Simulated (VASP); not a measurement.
# Re (P6_3/mmc) in VASP: a series of runs, part 2 of 2

VASP 6.6.1. Earlier steps stand in the parts before.

## 3. Single point, RPBE+D3(BJ)

This run uses another cell than the first one, of 13.42 Å³/atom, 0.906 times its volume.

Contents of INCAR:

```
PREC = Accurate
ENCUT = 520
EDIFF = 1E-7
ISMEAR = -1
SIGMA = 0.05
LREAL = F
LASPH = T
NELM = 60
ALGO = Normal
ISIF = 2
LWAVE = F
LCHARG = F
GGA = RP
IVDW = 12
NBANDS = 22
```

Contents of KPOINTS:

```
Automatic mesh
0
Gamma
  11 11 3
```

Contents of POSCAR:

```
Re
1.0
    2.6767778483      0.0000000000      0.0000000000
   -1.3383889241      2.3181576169      0.0000000000
    0.0000000000      0.0000000000      8.6538235629
Re
4
Direct
    0.6666666667      0.3333333333      0.7500000000
    0.0000000000      0.0000000000      0.5000000000
    0.3333333333      0.6666666667      0.2500000000
    0.0000000000      0.0000000000      0.0000000000
```

Potentials or basis: VASP PAW PBE potentials, release 64 (Re).

The run is started by

```console
$ cat potpaw_PBE.64/Re/POTCAR > POTCAR
$ mpirun -np 1 vasp_std > vasp.out
```

OUTCAR:

```text
PREC = Accurate
   ENCUT = 520
   EDIFF = 1E-7
   ISMEAR = -1
   LREAL = F
   LASPH = T
   NELM = 60
   ISIF = 2
   GGA = RP
   IVDW = 12
 IVDW          = 12

 ion  position               nearest neighbor table
   1  0.667  0.333  0.750-   2 2.66   4 2.66   2 2.66   4 2.66   2 2.66   4 2.66
   2  0.000  0.000  0.500-   1 2.66   3 2.66   3 2.66   1 2.66   1 2.66   3 2.66
   3  0.333  0.667  0.250-   2 2.66   4 2.66   2 2.66   4 2.66   2 2.66   4 2.66
   4  0.000  0.000  0.000-   1 2.66   3 2.66   3 2.66   1 2.66   1 2.66   3 2.66

[... 808 lines left out ...]
  Direction    XX          YY          ZZ          XY          YZ          ZX
  --------------------------------------------------------------------------------------
  -------------------------------------------------------------------------------------
  Total       0.11715     0.11715     0.11324     0.00000     0.00000     0.00000
  in kB       3.49529     3.49529     3.37859     0.00000     0.00000     0.00000
  external pressure =        3.46 kB  Pullay stress =        0.00 kB

 VOLUME and BASIS-vectors are now :
 -----------------------------------------------------------------------------
  energy-cutoff  :      520.00
  volume of cell :       53.70
      direct lattice vectors                 reciprocal lattice vectors
     2.676777848  0.000000000  0.000000000     0.373583486  0.215688526  0.000000000
    -1.338388924  2.318157617  0.000000000     0.000000000  0.431377052  0.000000000
     0.000000000  0.000000000  8.653823563     0.000000000  0.000000000  0.115555857

 POSITION                                       TOTAL-FORCE (eV/Angst)
 -----------------------------------------------------------------------------------
      1.33839      0.77272      6.49037        -0.000000     -0.000000     -0.000000
      0.00000      0.00000      4.32691        -0.000000      0.000000     -0.000000
     -0.00000      1.54544      2.16346         0.000000      0.000000      0.000000
      0.00000      0.00000      0.00000         0.000000      0.000000     -0.000000
 -----------------------------------------------------------------------------------
    total drift:                                0.000000     -0.000000      0.000000

  FREE ENERGIE OF THE ION-ELECTRON SYSTEM (eV)
  ---------------------------------------------------
  free  energy   TOTEN  =       -65.1729085176 eV

  energy  without entropy=      -65.1513167176  energy(sigma->0) =      -65.16211262
```

It took 23 s on 1 thread of Intel Xeon 6975P-C (Granite Rapids), shared host; peak memory 0.19 GiB.

What came out:

* Free energy: -65.1729 eV
* Pressure: 0.3 GPa
* Band gap on the k mesh: zero (band 14 reaches 10.56 eV, above the bottom of band 15 at 7.71 eV)
* Dispersion energy per atom: -4.724 eV

Caveat: the PAW data sets were made with another functional, which shifts forces and pressure a little; spin-orbit coupling is left out, which moves the levels of the heavy elements; pairwise dispersion overbinds metals, which lowers pressure and volume.

## 4. Single point, LDA

This run uses another cell than the first one, of 13.92 Å³/atom, 0.940 times its volume.

Contents of INCAR:

```
SYSTEM = Re
PREC = Accurate ; ENCUT = 520
EDIFF = 1E-7 ; ISMEAR = -1
SIGMA = 0.05 ; LREAL = .False.
LASPH = .True. ; NELM = 80
ALGO = Normal ; ISIF = 2
LWAVE = .False. ; LCHARG = .False.
NBANDS = 22
```

Contents of KPOINTS:

```
Automatic mesh
0
Gamma
  11 11 3
  0 0 0
```

Contents of POSCAR:

```
Re
1.0
    2.7099146624      0.0000000000      0.0000000000
   -1.3549573311      2.3468549397      0.0000000000
    0.0000000000      0.0000000000      8.7563685467
Re
4
Direct
    0.6666666667      0.3333333333      0.7500000000
    0.0000000000      0.0000000000      0.5000000000
    0.3333333333      0.6666666667      0.2500000000
    0.0000000000      0.0000000000      0.0000000000
```

Potentials or basis: VASP PAW LDA potentials, release 64 (Re).

The run is started by

```console
$ cat potpaw_LDA.64/Re/POTCAR > POTCAR
$ mpirun -np 1 vasp_std > vasp.out
```

Wall time 22 s (1 thread of Intel Xeon 6975P-C (Granite Rapids), shared host); peak memory 0.16 GiB.

It converged, with:

```
Free energy            : -54.9878 eV
Pressure               : 14.2 GPa
Band gap on the k mesh : zero (band 14 reaches 9.93 eV, above the bottom of band 15 at 7.19 eV)
```

Stress tensor (GPa, compression positive):
```
14.41  0.00  0.00
 0.00 14.41  0.00
 0.00  0.00 13.77
```

Levels at points of the mesh, in eV from the Fermi level:
```csv
k point,band 10,band 11,band 12,band 13,band 14,band 15,band 16,band 17,band 18,band 19
"(0.00, 0.00, 0.00)",-2.12,-1.83,-1.38,-1.38,-1.26,-1.26,0.64,0.64,0.76,1.58
```

Caveat: spin-orbit coupling is left out, which moves the levels of the heavy elements.

## 5. Single point, LDA

This run uses another cell than the first one, of 14.22 Å³/atom, 0.960 times its volume.

Contents of INCAR:

```
SYSTEM = Re
PREC = Accurate
ENCUT = 520
EDIFF = 1E-6
ISMEAR = -1
SIGMA = 0.05
LREAL = .FALSE.
LASPH = .TRUE.
NELM = 80
ALGO = Fast
ISIF = 2
LWAVE = .FALSE.
LCHARG = .FALSE.
NBANDS = 22
```

Contents of KPOINTS:

```
Automatic mesh
0
G
  11 11 3
  0 0 0
```

Contents of POSCAR:

```
Re
1.0
    2.7289991972      0.0000000000      0.0000000000
   -1.3644995986      2.3633826317      0.0000000000
    0.0000000000      0.0000000000      8.8180351457
Re
4
Direct
    0.6666666667      0.3333333333      0.7500000000
    0.0000000000      0.0000000000      0.5000000000
    0.3333333333      0.6666666667      0.2500000000
    0.0000000000      0.0000000000      0.0000000000
```

The run is started by

```console
$ cat potpaw_LDA.64/Re/POTCAR > POTCAR
$ mpirun -np 1 vasp_std > vasp.out
```

Run time: 26 s. Hardware: 1 thread of Intel Xeon 6975P-C (Granite Rapids), shared host; peak memory 0.16 GiB.

Results (log left out):

```yaml
Free_energy: -55.0580 eV
Pressure: 4.7 GPa
Band_gap_on_the_k_mesh: zero (band 14 reaches 9.60 eV, above the bottom of band 15 at 6.96 eV)
```

Stress tensor (GPa, compression positive):
```
4.84 0.00 0.00
0.00 4.84 0.00
0.00 0.00 4.37
```

Levels at points of the mesh, in eV from the Fermi level:
```
           k point  band 11  band 12  band 13  band 14  band 15  band 16  band 17  band 18
(0.00, 0.00, 0.00)    -1.76    -1.32    -1.32    -1.21    -1.21     0.63     0.63     0.71
```

Caveat: spin-orbit coupling is left out, which moves the levels of the heavy elements.

## 6. Single point, PBEsol+D3(BJ)

This run uses another cell than the first one, of 14.26 Å³/atom, 0.963 times its volume.

Contents of INCAR:

```
SYSTEM = Re
PREC = Accurate
ENCUT = 520
EDIFF = 1E-6
ISMEAR = -1
SIGMA = 0.05
LREAL = .False.
LASPH = .True.
NELM = 100
ALGO = Normal
ISIF = 2
LWAVE = .False.
LCHARG = .False.
GGA = PS
IVDW = 12
NBANDS = 22
```

Contents of KPOINTS:

```
regular mesh
0
Gamma
  11 11 3
  0 0 0
```

Contents of POSCAR:

```
Re
1.0
    2.7315404395      0.0000000000      0.0000000000
   -1.3657702197      2.3655834121      0.0000000000
    0.0000000000      0.0000000000      8.8295833792
Re
4
Direct
    0.6666666667      0.3333333333      0.7500000000
    0.0000000000      0.0000000000      0.5000000000
    0.3333333333      0.6666666667      0.2500000000
    0.0000000000      0.0000000000      0.0000000000
```

Potentials or basis: VASP PAW PBE potentials, release 64 (Re).

The run is started by

```console
$ cat potpaw_PBE.64/Re/POTCAR > POTCAR
$ mpirun -np 1 vasp_std > vasp.out
```

It took 34 s on 1 thread of Intel Xeon 6975P-C (Granite Rapids), shared host; peak memory 0.19 GiB.

The run converged. Its results:

* Free energy: -56.2868 eV
* Pressure: 0.3 GPa
* Band gap on the k mesh: zero (band 14 reaches 9.38 eV, above the bottom of band 15 at 6.81 eV)
* Dispersion energy per atom: -0.708 eV

Levels at points of the mesh, in eV from the Fermi level:
| k point | band 10 | band 11 | band 12 | band 13 | band 14 | band 15 | band 16 | band 17 | band 18 | band 19 |
| --- | --- | --- | --- | --- | --- | --- | --- | --- | --- | --- |
| (0.00, 0.00, 0.00) | -2.00 | -1.73 | -1.29 | -1.29 | -1.17 | -1.17 | 0.57 | 0.67 | 0.67 | 1.58 |

Caveat: the PAW data sets were made with another functional, which shifts forces and pressure a little; spin-orbit coupling is left out, which moves the levels of the heavy elements; pairwise dispersion overbinds metals, which lowers pressure and volume.

## 7. Overview

| level | potentials or basis | cell | gap on the mesh (eV) | pressure (GPa) |
| --- | --- | --- | --- | --- |
| PBEsol | VASP PAW PBE potentials, release 64 (Re) | a = 2.766, b = 2.766, c = 8.939 Å, angles 90.0, 90.0, 120.0°, 4 atoms | none | -6.9 |
| RPBE+D3(BJ) | VASP PAW PBE potentials, release 64 (Re) | a = 2.677, b = 2.677, c = 8.654 Å, angles 90.0, 90.0, 120.0°, 4 atoms | none | 0.3 |
| LDA | VASP PAW LDA potentials, release 64 (Re) | a = 2.710, b = 2.710, c = 8.756 Å, angles 90.0, 90.0, 120.0°, 4 atoms | none | 14.2 |
| LDA | VASP PAW LDA potentials, release 64 (Re) | a = 2.729, b = 2.729, c = 8.818 Å, angles 90.0, 90.0, 120.0°, 4 atoms | none | 4.7 |
| PBEsol+D3(BJ) | VASP PAW PBE potentials, release 64 (Re) | a = 2.732, b = 2.732, c = 8.830 Å, angles 90.0, 90.0, 120.0°, 4 atoms | none | 0.3 |

Alike in all rows: task single point; no spin polarisation; k mesh 11 × 11 × 3; cutoff (eV) 520; smearing fermi-dirac 0.05 eV.

Caveats: spin-orbit coupling is left out, which moves the levels of the heavy elements; the PAW data sets were made with another functional, which shifts forces and pressure a little (some runs); pairwise dispersion overbinds metals, which lowers pressure and volume (some runs).

Absolute energies hang on the potentials; compare differences alone.
